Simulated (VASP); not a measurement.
# InAs (F-43m) in VASP: notebook

The runs below take InAs through single point, with r2SCAN.

Program: VASP 6.6.1. These are calculated values, not measurements. Logs are shortened: lines on timing, memory, paths and dates and some standing lists are left out, and cuts for length are marked.

## (1) The cell of the first run

Symmetry: F-43m, No. 216, cubic system. Conventional cell: a = 6.354 Å, b = 6.354 Å, c = 6.354 Å, α = 90.00°, β = 90.00°, γ = 90.00°. In (site symmetry -43m) has 4 As at 2.75 Å within 3.6 Å. Within 3.6 Å of As (site symmetry -43m) lie 4 In at 2.75 Å.

## (2) Single point, r2SCAN (strain +4.0%)

POSCAR

```
InAs
1.0
    0.0000000000      3.1767740920      3.1767740920
    3.1767740920      0.0000000000      3.1767740920
    3.1767740920      3.1767740920      0.0000000000
In As
1 1
Direct
    0.0000000000      0.0000000000      0.0000000000
    0.2500000000      0.2500000000      0.2500000000
```

INCAR.step1

```
PREC     = Accurate       # precision mode
ENCUT    = 520            # plane-wave cutoff, eV
ISMEAR   = -1             # smearing method
SIGMA    = 0.02           # smearing width, eV
LREAL    = F              # projectors in reciprocal space
LASPH    = T              # aspherical terms in the spheres
NELM     = 100            # most SCF steps
NBANDS   = 16             # bands
GGA      = PE             # functional
ALGO     = Normal         # electronic algorithm
EDIFF    = 1E-4           # SCF threshold, eV
LWAVE    = T              # write WAVECAR
LCHARG   = F              # write CHGCAR
```

INCAR.step2

```
PREC     = Accurate       # precision mode
ENCUT    = 520            # plane-wave cutoff, eV
EDIFF    = 1E-6           # SCF threshold, eV
ISMEAR   = -1             # smearing method
SIGMA    = 0.02           # smearing width, eV
LREAL    = F              # projectors in reciprocal space
LASPH    = T              # aspherical terms in the spheres
NELM     = 100            # most SCF steps
ALGO     = Normal         # electronic algorithm
ISIF     = 2              # what is computed and relaxed
LWAVE    = F              # write WAVECAR
LCHARG   = F              # write CHGCAR
METAGGA  = R2SCAN         # meta-GGA
LMIXTAU  = T            
NBANDS   = 16             # bands
ISTART   = 1
```

KPOINTS

```
Automatic mesh
0
Gamma
  8 8 8
```

Potentials or basis: VASP PAW PBE potentials, release 64 (In_d, As).

Launch:

```sh
$ cat potpaw_PBE.64/In_d/POTCAR potpaw_PBE.64/As/POTCAR > POTCAR
$ cp INCAR.step1 INCAR
$ mpirun -np 1 vasp_std > vasp.out
$ cp INCAR.step2 INCAR
$ mpirun -np 1 vasp_std > vasp.out
```

OUTCAR:

```text
PREC = Accurate
   ENCUT = 520
   EDIFF = 1E-6
   ISMEAR = -1
   LREAL = F
   LASPH = T
   NELM = 100
   ISIF = 2
   METAGGA = R2SCAN
   ISTART = 1

 ion  position               nearest neighbor table
   1  0.000  0.000  0.000-   2 2.75   2 2.75   2 2.75   2 2.75
   2  0.250  0.250  0.250-   1 2.75   1 2.75   1 2.75   1 2.75

  LATTYP: Found a face centered cubic cell.
 ALAT       =     6.3535481840

  Lattice vectors:

 A1 = (   0.0000000000,   3.1767740920,   3.1767740920)
 A2 = (   3.1767740920,   0.0000000000,   3.1767740920)
 A3 = (   3.1767740920,   3.1767740920,   0.0000000000)

Analysis of symmetry for initial positions (statically):
=====================================================================
 Subroutine PRICEL returns:
 Original cell was already a primitive cell.

 Routine SETGRP: Setting up the symmetry group for a
 face centered cubic supercell.

 Subroutine GETGRP returns: Found 24 space group operations
 (whereof 24 operations were pure point group operations)
 out of a pool of 48 trial point group operations.

The static configuration has the point symmetry T_d .

Analysis of symmetry for dynamics (positions and initial velocities):
=====================================================================
 Subroutine PRICEL returns:
 Original cell was already a primitive cell.

 Routine SETGRP: Setting up the symmetry group for a
 face centered cubic supercell.

 Subroutine GETGRP returns: Found 24 space group operations
 (whereof 24 operations were pure point group operations)
 out of a pool of 48 trial point group operations.

The dynamic configuration has the point symmetry T_d .

 Subroutine INISYM returns: Found 24 space group operations
 (whereof 24 operations are pure point group operations),
 and found     1 'primitive' translations

----------------------------------------------------------------------------------------

                                     Primitive cell

  volume of cell :      64.1193

  direct lattice vectors                    reciprocal lattice vectors
     0.000000000  3.176774092  3.176774092    -0.157392369  0.157392369  0.157392369
     3.176774092  0.000000000  3.176774092     0.157392369 -0.157392369  0.157392369
     3.176774092  3.176774092  0.000000000     0.157392369  0.157392369 -0.157392369

  length of vectors
     4.492637006  4.492637006  4.492637006     0.272611580  0.272611580  0.272611580

  position of ions in fractional coordinates (direct lattice)
     0.000000000  0.000000000  0.000000000
     0.250000000  0.250000000  0.250000000

  ion indices of the primitive-cell ions
   primitive index   ion index
                 1           1
                 2           2

----------------------------------------------------------------------------------------

 KPOINTS: Automatic mesh

Automatic generation of k-mesh.
 Grid dimensions read from file:
 generate k-points for:    8    8    8

 Generating k-lattice:

  Cartesian coordinates                     Fractional coordinates (reciprocal lattice)
    -0.019674046  0.019674046  0.019674046     0.125000000  0.000000000  0.000000000
     0.019674046 -0.019674046  0.019674046     0.000000000  0.125000000  0.000000000
     0.019674046  0.019674046 -0.019674046     0.000000000  0.000000000  0.125000000

  Length of vectors
     0.034076447  0.034076447  0.034076447

  Shift w.r.t. Gamma in fractional coordinates (k-lattice)
     0.000000000  0.000000000  0.000000000

 Subroutine IBZKPT returns following result:
 ===========================================

 Found     29 irreducible k-points:

 Following reciprocal coordinates:
            Coordinates               Weight
  0.000000  0.000000  0.000000      1.000000
  0.125000  0.000000  0.000000      8.000000
  0.250000  0.000000  0.000000      8.000000
  0.375000  0.000000  0.000000      8.000000
  0.500000  0.000000  0.000000      4.000000
  0.125000  0.125000  0.000000      6.000000
[... 16 lines left out ...]
  0.500000  0.250000  0.125000     48.000000
 -0.375000  0.250000  0.125000     24.000000
 [... further k-points ...]
   k-points           NKPTS =     29   k-points in BZ     NKDIM =     29   number of bands    NBANDS=     16
   number of dos      NEDOS =    301   number of ions     NIONS =      2
   total plane-waves  NPLWV =  46656
   dimension x,y,z NGX =    36 NGY =   36 NGZ =   36
   dimension x,y,z NGXF=    72 NGYF=   72 NGZF=   72
   ions per type =               1   1
   NGX,Y,Z   is equivalent  to a cutoff of  13.32, 13.32, 13.32 a.u.
   NGXF,Y,Z  is equivalent  to a cutoff of  26.64, 26.64, 26.64 a.u.
 SYSTEM =  unknown system
   PREC   = accura    normal or accurate (medium, high low for compatibility)
   ISTART =      1    job   : 0-new  1-cont  2-samecut
   ICHARG =      0    charge: 1-file 2-atom 10-const
   ISPIN  =      1    spin polarized calculation?
   LNONCOLLINEAR =      F non collinear calculations
   LSORBIT =      F    spin-orbit coupling
   LASPH  =      T    aspherical Exc in radial PAW
   ENCUT  =  520.0 eV  38.22 Ry    6.18 a.u.   8.35  8.35  8.35*2*pi/ulx,y,z
   NELM   =    100;   NELMIN=  2; NELMDL=  0     # of ELM steps
   EDIFF  = 0.1E-05   stopping-criterion for ELM
   LREAL  =      F    real-space projection
   EDIFFG = 0.1E-04   stopping-criterion for IOM
   NSW    =      0    number of steps for IOM
   IBRION =     -1    ionic relax: 0-MD 1-quasi-New 2-CG
   NFREE  =      0    steps in history (QN), initial steepest desc. (CG)
   ISIF   =      2    stress and relaxation
   ISYM   =      2    0-nonsym 1-usesym 2-fastsym
   POTIM  = 0.5000    time-step for ionic-motion
   TEBEG  =    0.0;   TEEND  =   0.0 temperature during run
   PSTRESS=    0.0 pullay stress
   NELECT =      18.0000    total number of electrons
   NUPDOWN=      -1.0000    fix difference up-down
   EMIN   =  10.00;   EMAX   =-10.00  energy-range for DOS
   EFERMI =   0.00;   METHOD = LEGACY
   ISMEAR =    -1;   SIGMA  =   0.02  broadening in eV -4-tet -1-fermi 0-gaus
   EFERMI_NEDOS =   21; number of points for ismear=-14 and -15
   IALGO  =     38    algorithm
   IMIX   =      4    mixing-type and parameters
     AMIX     =   0.40;   BMIX     =  1.00
     AMIX_MAG =   1.60;   BMIX_MAG =  1.00
  volume/ion in A,a.u.               =      32.06       216.35
  Fermi-wavevector in a.u.,A,eV,Ry     =   1.071937  2.025668 15.633765  1.149049
  Thomas-Fermi vector in A             =   2.207692
   LORBIT       =      0    0 simple, 1 ext, 2 COOP (PROOUT), +10 PAW based schemes
   METAGGA = R2SCAN    functional components
   LHFCALC =     F    Hartree Fock is set to
   AEXX    =    0.0000 exact exchange contribution
   IVDW    =     0    specifies the selected vdW correction
   LEPSILON=     F    determine dielectric tensor
   LRPA    =     F    only Hartree local field effects (RPA)
 non-spin polarized calculation
  energy-cutoff  :      520.00
  volume of cell :       64.12
 maximum number of plane-waves:      1759
 NGX is ok and might be reduce to    36
   NGX = 17   NGY = 17   NGZ = 17

 number of electron      18.0000006 magnetization

 Free energy of the ion-electron system (eV)
  ---------------------------------------------------
  ext. energy  EPLUGINS =         0.00000000
  ---------------------------------------------------
  free energy    TOTEN  =       -37.93357224 eV

  energy without entropy =      -37.93342017  energy(sigma->0) =      -37.93349621

 E-fermi :   2.9040     XC(G=0):  -8.9912

 val. band max:        2.8900222532   @ k =   0.0000   0.0000   0.0000
 cond. band min:       3.8100113007   @ k =   0.1250   0.0000   0.0000
 fundamental gap:      0.9199890475
 Fermi energy:         2.9040096883

 k-point     1 :       0.0000    0.0000    0.0000
  band No.  band energies     occupation
      1     -11.7464      2.00000
      2     -11.7464      2.00000
      3     -11.7464      2.00000
      4     -11.6550      2.00000
      5     -11.6550      2.00000
      6      -8.5310      2.00000
[... 8 lines left out ...]
     15      12.6877      0.00000
     16      12.6877      0.00000

 k-point     2 :       0.1250    0.0000    0.0000
  band No.  band energies     occupation
      1     -11.7576      2.00000
      2     -11.7427      2.00000
      3     -11.7427      2.00000
      4     -11.6549      2.00000
      5     -11.6549      2.00000
      6      -8.4022      2.00000
[... 8 lines left out ...]
     15      11.9478      0.00000
     16      11.9478      0.00000

 k-point     3 :       0.2500    0.0000    0.0000
  band No.  band energies     occupation
      1     -11.7837      2.00000
      2     -11.7346      2.00000
      3     -11.7346      2.00000
      4     -11.6540      2.00000
      5     -11.6540      2.00000
      6      -8.0539      2.00000
[... 8 lines left out ...]
     15      11.7083      0.00000
     16      11.7083      0.00000

 k-point     4 :       0.3750    0.0000    0.0000
  band No.  band energies     occupation
      1     -11.8087      2.00000
      2     -11.7277      2.00000
      3     -11.7277      2.00000
      4     -11.6518      2.00000
      5     -11.6518      2.00000
      6      -7.6270      2.00000
[... 8 lines left out ...]
     15      12.5410      0.00000
     16      12.5410      0.00000
[... 324 lines left out ...]
 k-point    22 :       0.3750    0.2500    0.1250
  band No.  band energies     occupation
      1     -11.8079      2.00000
      2     -11.7248      2.00000
      3     -11.7218      2.00000
      4     -11.6612      2.00000
      5     -11.6488      2.00000
      6      -7.7701      2.00000
[... 8 lines left out ...]
     15      13.0787      0.00000
     16      13.5098      0.00000

 k-point    23 :       0.5000    0.2500    0.1250
  band No.  band energies     occupation
      1     -11.8248      2.00000
      2     -11.7207      2.00000
      3     -11.7146      2.00000
      4     -11.6599      2.00000
      5     -11.6489      2.00000
      6      -7.3938      2.00000
[... 8 lines left out ...]
     15      13.1199      0.00000
     16      14.0125      0.00000

 k-point    24 :      -0.3750    0.2500    0.1250
  band No.  band energies     occupation
      1     -11.8312      2.00000
      2     -11.7198      2.00000
      3     -11.7119      2.00000
      4     -11.6576      2.00000
      5     -11.6500      2.00000
      6      -7.2097      2.00000
[... 8 lines left out ...]
     15      13.4231      0.00000
     16      13.9522      0.00000

 [... further k-points ...]

------------------------ aborting loop because EDIFF is reached ----------------------------------------

  FORCE on cell =-STRESS in cart. coord.  units (eV):
  Direction    XX          YY          ZZ          XY          YZ          ZX
  --------------------------------------------------------------------------------------
  -------------------------------------------------------------------------------------
  Total       -2.0516544     -2.0516544     -2.0516544      0.0000000      0.0000000     -0.0000000
  in kB      -51.2655708    -51.2655708    -51.2655708      0.0000000      0.0000000     -0.0000000
  external PRESSURE =     -51.2655708 kB  Pullay stress =       0.0000000 kB

 VOLUME and BASIS-vectors are now :
 -----------------------------------------------------------------------------
  energy-cutoff  :      520.00
  volume of cell :       64.12
      direct lattice vectors                 reciprocal lattice vectors
     0.000000000  3.176774092  3.176774092    -0.157392369  0.157392369  0.157392369
     3.176774092  0.000000000  3.176774092     0.157392369 -0.157392369  0.157392369
     3.176774092  3.176774092  0.000000000     0.157392369  0.157392369 -0.157392369

 POSITION                                       TOTAL-FORCE (eV/Angst)
 -----------------------------------------------------------------------------------
      0.00000      0.00000      0.00000        -0.000000     -0.000000     -0.000000
      1.58839      1.58839      1.58839         0.000000      0.000000      0.000000
 -----------------------------------------------------------------------------------
    total drift:                               -0.000003     -0.000003     -0.000003

  FREE ENERGIE OF THE ION-ELECTRON SYSTEM (eV)
  ---------------------------------------------------
  free  energy   TOTEN  =       -37.9335722444 eV

  energy  without entropy=      -37.9334201689  energy(sigma->0) =      -37.93349621
```

Wall time 1.7 min (1 thread of AMD EPYC 7R13, shared host); peak memory 0.23 GiB.

Results:

```
Free energy            : -37.9336 eV
Pressure               : -5.1 GPa
Band gap on the k mesh : zero (filled and empty bands touch)
```

Caveat: the cell differs from its parent crystal (strain +4.0%); the cell stands under tension; semilocal functionals underestimate gaps, and a narrow one can read as zero; the PAW data sets were made with another functional, which shifts forces and pressure a little; spin-orbit coupling is left out, which moves the levels of the heavy elements.

(Continued in part 2 of 2.)

The gap in the log of VASP goes by the Fermi energy; the results here count the filled bands.